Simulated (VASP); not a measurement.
# Ti5H in VASP: further runs

Runs on Ti5H. Level: PBE. Tasks: single point.

Everything below comes from runs of VASP 6.6.1. Logs are shortened: lines on timing, memory, paths and dates and some standing lists are left out, and cuts for length are marked.

### Step 1. The cell of the first run

The cell holds a slab with vacuum, 6 atoms: a = 2.938 Å, b = 2.938 Å, c = 26.212 Å, α = 90.00°, β = 90.00°, γ = 120.00°.

### Step 2. Single point, PBE, collinear spin

INCAR reads:

```
SYSTEM = Ti5H
  ALGO = Normal
  DIPOL = 0.5 0.5 0.375
  EDIFF = 1E-6
  ENCUT = 520
  GGA = PE
  IDIPOL = 3
  ISIF = 2
  ISMEAR = 0
  ISPIN = 2
  LASPH = .True.
  LCHARG = .False.
  LDIPOL = .True.
  LMAXMIX = 4
  LORBIT = 11
  LREAL = .False.
  LWAVE = .False.
  MAGMOM = 0 0 0 0 0 1
  NBANDS = 44
  NELM = 150
  PREC = Accurate
  SIGMA = 0.1
```

KPOINTS reads:

```
k-points
0
Gamma
  9 9 1
  0 0 0
```

POSCAR reads:

```
Ti5H
1.0
    2.9381632084      0.0000000000      0.0000000000
   -1.4690816042      2.5445239789      0.0000000000
    0.0000000000      0.0000000000     26.2117060745
Ti H
5 1
Direct
    0.6666666667      0.3333333333      0.1526035729
    0.3333333333      0.6666666667      0.2413132777
    0.6666666667      0.3333333333      0.3306032017
    0.3333333333      0.6666666667      0.4219530445
    0.6666666667      0.3333333333      0.5040383879
    1.5555555556     -0.5555555556      0.5982710942
```

Potentials or basis: VASP PAW PBE potentials, release 64 (Ti_sv, H).

Launch:

```console
$ cat potpaw_PBE.64/Ti_sv/POTCAR potpaw_PBE.64/H/POTCAR > POTCAR
$ mpirun -np 1 vasp_std > vasp.out
```

OUTCAR:

```text
SYSTEM = Ti5H
   EDIFF = 1E-6
   ENCUT = 520
   GGA = PE
   ISIF = 2
   ISMEAR = 0
   ISPIN = 2
   LASPH = .True.
   LORBIT = 11
   LREAL = .False.
   NELM = 150
   PREC = Accurate

 ion  position               nearest neighbor table
   1  0.667  0.333  0.153-   2 2.88   2 2.88   2 2.88
   2  0.333  0.667  0.241-   1 2.88   1 2.88   1 2.88   3 2.89   3 2.89   3 2.89
   3  0.667  0.333  0.331-   2 2.89   2 2.89   2 2.89
   4  0.333  0.667  0.422-   5 2.74   5 2.74   5 2.74
   5  0.667  0.333  0.504-   4 2.74   4 2.74   4 2.74
   6  0.556  0.444  0.598-

  LATTYP: Found a hexagonal cell.
 ALAT       =     2.9381632084
 C/A-ratio  =     8.9211198342

  Lattice vectors:

 A1 = (   2.9381632084,   0.0000000000,   0.0000000000)
 A2 = (  -1.4690816042,   2.5445239789,   0.0000000000)
 A3 = (   0.0000000000,   0.0000000000,  26.2117060745)

Analysis of symmetry for initial positions (statically):
=====================================================================
 Subroutine PRICEL returns:
 Original cell was already a primitive cell.

 Routine SETGRP: Setting up the symmetry group for a
 hexagonal supercell.

 Subroutine GETGRP returns: Found  2 space group operations
 (whereof  2 operations were pure point group operations)
 out of a pool of 24 trial point group operations.

The static configuration has the point symmetry C_1h.

Analysis of symmetry for dynamics (positions and initial velocities):
=====================================================================
 Subroutine PRICEL returns:
 Original cell was already a primitive cell.

 Routine SETGRP: Setting up the symmetry group for a
 hexagonal supercell.

 Subroutine GETGRP returns: Found  2 space group operations
 (whereof  2 operations were pure point group operations)
 out of a pool of 24 trial point group operations.

The dynamic configuration has the point symmetry C_1h.

Analysis of structural, dynamic, and magnetic symmetry:
=====================================================================
 Subroutine PRICEL returns:
 Original cell was already a primitive cell.

 Routine SETGRP: Setting up the symmetry group for a
 hexagonal supercell.

 Subroutine GETGRP returns: Found  2 space group operations
 (whereof  2 operations were pure point group operations)
 out of a pool of 24 trial point group operations.

The overall configuration has the point symmetry C_1h.

 Subroutine INISYM returns: Found  2 space group operations
 (whereof  2 operations are pure point group operations),
 and found     1 'primitive' translations

----------------------------------------------------------------------------------------

                                     Primitive cell

  volume of cell :     195.9647

  direct lattice vectors                    reciprocal lattice vectors
     2.938163208  0.000000000  0.000000000     0.340348690  0.196500408  0.000000000
    -1.469081604  2.544523979  0.000000000     0.000000000  0.393000816  0.000000000
     0.000000000  0.000000000 26.211706075     0.000000000  0.000000000  0.038150893

  length of vectors
     2.938163208  2.938163208 26.211706075     0.393000816  0.393000816  0.038150893

  position of ions in fractional coordinates (direct lattice)
     0.666666667  0.333333333  0.152603573
     0.333333333  0.666666667  0.241313278
     0.666666667  0.333333333  0.330603202
     0.333333333  0.666666667  0.421953045
     0.666666667  0.333333333  0.504038388
     0.555555556  0.444444444  0.598271094

  ion indices of the primitive-cell ions
   primitive index   ion index
                 1           1
                 2           2
                 3           3
                 4           4
                 5           5
                 6           6

----------------------------------------------------------------------------------------

 KPOINTS: k-points

Automatic generation of k-mesh.
 Grid dimensions read from file:
 generate k-points for:    9    9    1
[... 47 lines left out ...]
   total plane-waves  NPLWV = 112896
   dimension x,y,z NGX =    24 NGY =   24 NGZ =  196
   dimension x,y,z NGXF=    48 NGYF=   48 NGZF=  392
   ions per type =               5   1
   NGX,Y,Z   is equivalent  to a cutoff of  13.58, 13.58, 12.43 a.u.
   NGXF,Y,Z  is equivalent  to a cutoff of  27.16, 27.16, 24.86 a.u.
 SYSTEM =  Ti5H
   PREC   = accura    normal or accurate (medium, high low for compatibility)
   ISTART =      0    job   : 0-new  1-cont  2-samecut
   ICHARG =      2    charge: 1-file 2-atom 10-const
   ISPIN  =      2    spin polarized calculation?
   LNONCOLLINEAR =      F non collinear calculations
   LSORBIT =      F    spin-orbit coupling
   LASPH  =      T    aspherical Exc in radial PAW
   ENCUT  =  520.0 eV  38.22 Ry    6.18 a.u.   5.46  5.46 48.74*2*pi/ulx,y,z
   NELM   =    150;   NELMIN=  2; NELMDL= -5     # of ELM steps
   EDIFF  = 0.1E-05   stopping-criterion for ELM
   LREAL  =      F    real-space projection
   EDIFFG = 0.1E-04   stopping-criterion for IOM
   NSW    =      0    number of steps for IOM
   IBRION =     -1    ionic relax: 0-MD 1-quasi-New 2-CG
   NFREE  =      0    steps in history (QN), initial steepest desc. (CG)
   ISIF   =      2    stress and relaxation
   ISYM   =      2    0-nonsym 1-usesym 2-fastsym
   POTIM  = 0.5000    time-step for ionic-motion
   TEBEG  =    0.0;   TEEND  =   0.0 temperature during run
   PSTRESS=    0.0 pullay stress
   NELECT =      61.0000    total number of electrons
   NUPDOWN=      -1.0000    fix difference up-down
   EMIN   =  10.00;   EMAX   =-10.00  energy-range for DOS
   EFERMI =   0.00;   METHOD = LEGACY
   ISMEAR =     0;   SIGMA  =   0.10  broadening in eV -4-tet -1-fermi 0-gaus
   EFERMI_NEDOS =   21; number of points for ismear=-14 and -15
   IALGO  =     38    algorithm
   IMIX   =      4    mixing-type and parameters
     AMIX     =   0.40;   BMIX     =  1.00
     AMIX_MAG =   1.60;   BMIX_MAG =  1.00
  volume/ion in A,a.u.               =      32.66       220.41
  Fermi-wavevector in a.u.,A,eV,Ry     =   1.109495  2.096642 16.748502  1.230980
  Thomas-Fermi vector in A             =   2.246036
   LORBIT       =     11    0 simple, 1 ext, 2 COOP (PROOUT), +10 PAW based schemes
   GGA     = PE    functional components
   LHFCALC =     F    Hartree Fock is set to
   AEXX    =    0.0000 exact exchange contribution
   IVDW    =     0    specifies the selected vdW correction
   LEPSILON=     F    determine dielectric tensor
   LRPA    =     F    only Hartree local field effects (RPA)
 spin polarized calculation
 Gauss-broadening in eV      SIGMA  =   0.10
  energy-cutoff  :      520.00
  volume of cell :      195.96
 maximum number of plane-waves:      5389
 NGX is ok and might be reduce to    24
   NGX = 11   NGY = 11   NGZ = 97

 dipolmoment           0.000000      0.000000     -0.055516 electrons x Angstroem

 number of electron      60.9999992 magnetization       0.0603647

 number of electron      60.9999992 magnetization      -1.0098500

 dipolmoment           0.000000      0.000000      0.073398 electrons x Angstroem

 Free energy of the ion-electron system (eV)
  ---------------------------------------------------
  ext. energy  EPLUGINS =         0.00000000
  ---------------------------------------------------
  free energy    TOTEN  =       -39.32993550 eV

  energy without entropy =      -39.29869464  energy(sigma->0) =      -39.31431507

 E-fermi :   0.9897     XC(G=0):  -6.1259

 val. band max:        0.9791136023   @ k =   0.3333   0.3333   0.0000
 cond. band min:       1.0114543668   @ k =   0.3333   0.2222   0.0000
 fundamental gap:      0.0323407645
 Fermi energy:         0.9897353543

 spin component 1

 k-point     1 :       0.0000    0.0000    0.0000
  band No.  band energies     occupation
      1     -55.9524      1.00000
      2     -55.8236      1.00000
      3     -55.7995      1.00000
      4     -55.7327      1.00000
      5     -55.6118      1.00000
      6     -32.4779      1.00000
[... 1069 lines left out ...]
     41       3.6393      0.00000
     42       3.8190      0.00000

 [... further k-points ...]

 spin component 2

 k-point     1 :       0.0000    0.0000    0.0000
  band No.  band energies     occupation
      1     -56.2473      1.00000
      2     -56.1816      1.00000
      3     -55.8288      1.00000
      4     -55.7339      1.00000
      5     -55.7146      1.00000
      6     -32.6775      1.00000
[... 1069 lines left out ...]
     41       3.3292      0.00000
     42       3.8392      0.00000

 [... further k-points ...]

 [bands above 42 left out]

------------------------ aborting loop because EDIFF is reached ----------------------------------------

 vacuum level on the upper side and lower side of the slab       (xc-potential included)         0.887        -0.851

  FORCE on cell =-STRESS in cart. coord.  units (eV):
  Direction    XX          YY          ZZ          XY          YZ          ZX
  --------------------------------------------------------------------------------------
  -------------------------------------------------------------------------------------
  Total       -0.9027638     -0.9698497     -3.9581342     -0.0580981      0.2336543     -0.4047007
  in kB       -7.3808599     -7.9293441    -32.3611054     -0.4750012      1.9103218     -3.3087719
  external PRESSURE =     -15.8904365 kB  Pullay stress =       0.0000000 kB

 VOLUME and BASIS-vectors are now :
 -----------------------------------------------------------------------------
  energy-cutoff  :      520.00
  volume of cell :      195.96
      direct lattice vectors                 reciprocal lattice vectors
     2.938163208  0.000000000  0.000000000     0.340348690  0.196500408  0.000000000
    -1.469081604  2.544523979  0.000000000     0.000000000  0.393000816  0.000000000
     0.000000000  0.000000000 26.211706075     0.000000000  0.000000000  0.038150893

 POSITION                                       TOTAL-FORCE (eV/Angst)
 -----------------------------------------------------------------------------------
      1.46908      0.84817      4.00000         0.001151     -0.000665      0.453663
     -0.00000      1.69635      6.32523        -0.005866      0.003387     -0.435142
      1.46908      0.84817      8.66567         0.003512     -0.002028      0.065783
     -0.00000      1.69635     11.06011        -0.009271      0.005352     -0.500014
      1.46908      0.84817     13.21171         0.188017     -0.108552      1.838954
      0.97939      1.13090     15.68171        -0.177544      0.102505     -1.423244
 -----------------------------------------------------------------------------------
    total drift:                               -0.000001      0.000000     -0.000179

  FREE ENERGIE OF THE ION-ELECTRON SYSTEM (eV)
  ---------------------------------------------------
  free  energy   TOTEN  =       -39.3299355029 eV

  energy  without entropy=      -39.2986946390  energy(sigma->0) =      -39.31431507

 vacuum level on the upper side and lower side of the slab         7.008         5.232

 total charge

# of ion       s       p       d       tot
------------------------------------------
    1        2.246   6.071   1.878  10.195
    2        2.246   6.122   1.870  10.238
    3        2.246   6.117   1.872  10.234
    4        2.254   6.132   1.891  10.277
    5        2.243   6.088   1.877  10.208
    6        0.380   0.001   0.000   0.382
--------------------------------------------------
tot         11.615  30.531   9.387  51.534

 magnetization (x)

# of ion       s       p       d       tot
------------------------------------------
    1       -0.012  -0.046  -0.559  -0.617
    2        0.001  -0.000   0.061   0.063
    3       -0.001  -0.003  -0.054  -0.058
    4        0.001   0.006   0.089   0.096
    5       -0.010  -0.020  -0.315  -0.346
    6        0.179  -0.000   0.000   0.179
--------------------------------------------------
tot          0.158  -0.063  -0.778  -0.683
```

It took 20 min on 1 thread of Intel Xeon Platinum 8488C (Sapphire Rapids), shared host; peak memory 0.61 GiB.

Results:

* Free energy: -39.3299 eV
* Largest force: 1.852 eV/Å
* Band gap on the k mesh: zero (filled and empty bands overlap)
* Net moment: -1.01 μB per cell
* Site moments: Ti -0.62, +0.06, -0.06, +0.10, -0.35; H +0.18 μB
* Valence electrons inside the program's atomic spheres: Ti 10.20, 10.24, 10.23, 10.28, 10.21; H 0.38

Forces in eV/Å, atoms in the order of the input:
```
Ti   0.001 -0.001  0.454
Ti  -0.006  0.003 -0.435
Ti   0.004 -0.002  0.066
Ti  -0.009  0.005 -0.500
Ti   0.188 -0.109  1.839
H   -0.178  0.103 -1.423
```

### Step 3. Single point, PBE, collinear spin

INCAR reads:

```
PREC = Accurate
ENCUT = 520
EDIFF = 1E-6
ISMEAR = 0
SIGMA = 0.1
LREAL = False
LASPH = True
NELM = 150
ALGO = Normal
ISIF = 2
LWAVE = False
LCHARG = True
ISPIN = 2
MAGMOM = 0 0 0 0 0 1
LORBIT = 11
LMAXMIX = 4
LDIPOL = True
IDIPOL = 3
DIPOL = 0.5 0.5 0.370
GGA = PE
LELF = True
LVHAR = True
LVACPOTAV = True
NBANDS = 44
```

KPOINTS reads:

```
regular mesh
0
Gamma
  9 9 1
```

Changes to POSCAR since step 2:

```diff
@@ -13,2 +13,2 @@
     0.6666666667      0.3333333333      0.5040383879
-    1.5555555556     -0.5555555556      0.5982710942
+    1.1111111111     -0.1111111111      0.5673688707
```

Potentials or basis: VASP PAW PBE potentials, release 64 (Ti_sv, H).

Launch:

```console
$ cat potpaw_PBE.64/Ti_sv/POTCAR potpaw_PBE.64/H/POTCAR > POTCAR
$ mpirun -np 1 vasp_std > vasp.out
```

OUTCAR:

```text
PREC = Accurate
   ENCUT = 520
   EDIFF = 1E-6
   ISMEAR = 0
   LREAL = False
   LASPH = True
   NELM = 150
   ISIF = 2
   ISPIN = 2
   LORBIT = 11
   GGA = PE

 ion  position               nearest neighbor table
   1  0.667  0.333  0.153-   2 2.88   2 2.88   2 2.88
   2  0.333  0.667  0.241-   1 2.88   1 2.88   1 2.88   3 2.89   3 2.89   3 2.89
   3  0.667  0.333  0.331-   2 2.89   2 2.89   2 2.89
   4  0.333  0.667  0.422-   5 2.74   5 2.74   5 2.74
   5  0.667  0.333  0.504-   4 2.74   4 2.74   4 2.74
   6  0.111  0.889  0.567-

  LATTYP: Found a hexagonal cell.
 ALAT       =     2.9381632084
 C/A-ratio  =     8.9211198342

  Lattice vectors:

 A1 = (   2.9381632084,   0.0000000000,   0.0000000000)
 A2 = (  -1.4690816042,   2.5445239789,   0.0000000000)
 A3 = (   0.0000000000,   0.0000000000,  26.2117060745)

Analysis of symmetry for initial positions (statically):
=====================================================================
 Subroutine PRICEL returns:
 Original cell was already a primitive cell.

[... 2380 lines left out ...]
  Total       -1.3641702     -1.5390381     -3.2320764     -0.1514400      0.2226110     -0.3855733
  in kB      -11.1532488    -12.5829418    -26.4249664     -1.2381504      1.8200337     -3.1523889
  external PRESSURE =     -16.7203857 kB  Pullay stress =       0.0000000 kB

 VOLUME and BASIS-vectors are now :
 -----------------------------------------------------------------------------
  energy-cutoff  :      520.00
  volume of cell :      195.96
      direct lattice vectors                 reciprocal lattice vectors
     2.938163208  0.000000000  0.000000000     0.340348690  0.196500408  0.000000000
    -1.469081604  2.544523979  0.000000000     0.000000000  0.393000816  0.000000000
     0.000000000  0.000000000 26.211706075     0.000000000  0.000000000  0.038150893

 POSITION                                       TOTAL-FORCE (eV/Angst)
 -----------------------------------------------------------------------------------
      1.46908      0.84817      4.00000         0.000658     -0.000380      0.465739
     -0.00000      1.69635      6.32523         0.003483     -0.002011     -0.445915
      1.46908      0.84817      8.66567        -0.001504      0.000869      0.029958
     -0.00000      1.69635     11.06011         0.016817     -0.009709     -0.454610
      1.46908      0.84817     13.21171         0.177110     -0.102255      2.100434
     -0.97939      2.26180     14.87171        -0.196564      0.113486     -1.695606
 -----------------------------------------------------------------------------------
    total drift:                               -0.000006      0.000003     -0.000440

  FREE ENERGIE OF THE ION-ELECTRON SYSTEM (eV)
  ---------------------------------------------------
  free  energy   TOTEN  =       -41.0893538468 eV

  energy  without entropy=      -41.0631197419  energy(sigma->0) =      -41.07623679

 vacuum level on the upper side and lower side of the slab         6.675         5.334

 total charge

# of ion       s       p       d       tot
------------------------------------------
    1        2.246   6.072   1.878  10.195
    2        2.247   6.122   1.869  10.238
    3        2.246   6.117   1.872  10.234
    4        2.255   6.133   1.888  10.277
    5        2.229   6.116   1.839  10.184
    6        0.454   0.003   0.000   0.458
--------------------------------------------------
tot         11.677  30.563   9.345  51.586

 magnetization (x)

# of ion       s       p       d       tot
------------------------------------------
    1       -0.012  -0.047  -0.563  -0.622
    2        0.001   0.000   0.070   0.071
    3       -0.000  -0.002  -0.026  -0.029
    4       -0.000  -0.000  -0.011  -0.011
    5        0.000   0.000   0.007   0.007
    6       -0.000   0.000   0.000  -0.000
--------------------------------------------------
tot         -0.011  -0.049  -0.524  -0.584
```

OSZICAR:

```text
N       E                     dE             d eps       ncg     rms          rms(c)
DAV:   1     0.794366778659E+03    0.79437E+03   -0.32623E+04  4776   0.147E+03
DAV:   2     0.601043306210E+02   -0.73426E+03   -0.71574E+03  4564   0.481E+02
DAV:   3    -0.272980764423E+02   -0.87402E+02   -0.84296E+02  7228   0.149E+02
[... 39 lines left out ...]
DAV:  43    -0.410893284274E+02   -0.56031E-04   -0.30950E-06  4040   0.516E-03    0.189E-03
DAV:  44    -0.410893495880E+02   -0.21161E-04   -0.28011E-06  4056   0.326E-03    0.152E-03
DAV:  45    -0.410893525240E+02   -0.29360E-05   -0.36555E-07  3324   0.214E-03    0.104E-03
DAV:  46    -0.410893535953E+02   -0.10714E-05   -0.20903E-07  3048   0.188E-03    0.600E-04
DAV:  47    -0.410893538468E+02   -0.25153E-06   -0.85535E-08  2912   0.121E-03
   1 F= -.41089354E+02 E0= -.41076237E+02  d E =-.262341E-01  mag=    -0.9973
```

It took 16 min on 1 thread of Intel Xeon Platinum 8488C (Sapphire Rapids), shared host; peak memory 0.61 GiB.

Results:

| Property | Result |
| --- | --- |
| Free energy | -41.0894 eV |
| Largest force | 2.110 eV/Å |
| Band gap on the k mesh | zero (filled and empty bands overlap) |
| Net moment | -1.00 μB per cell |
| Site moments | Ti -0.62, +0.07, -0.03, -0.01, +0.01; H -0.00 μB |
| Valence electrons inside the program's atomic spheres | Ti 10.20, 10.24, 10.23, 10.28, 10.18; H 0.46 |

Forces on the atoms (eV/Å):
```
Ti   0.001  0.000  0.466
Ti   0.003 -0.002 -0.446
Ti  -0.002  0.001  0.030
Ti   0.017 -0.010 -0.455
Ti   0.177 -0.102  2.100
H   -0.197  0.113 -1.696
```

(Part 1 of 2 ends here.)

The gap in the log of VASP goes by the Fermi energy; the results here count the filled bands.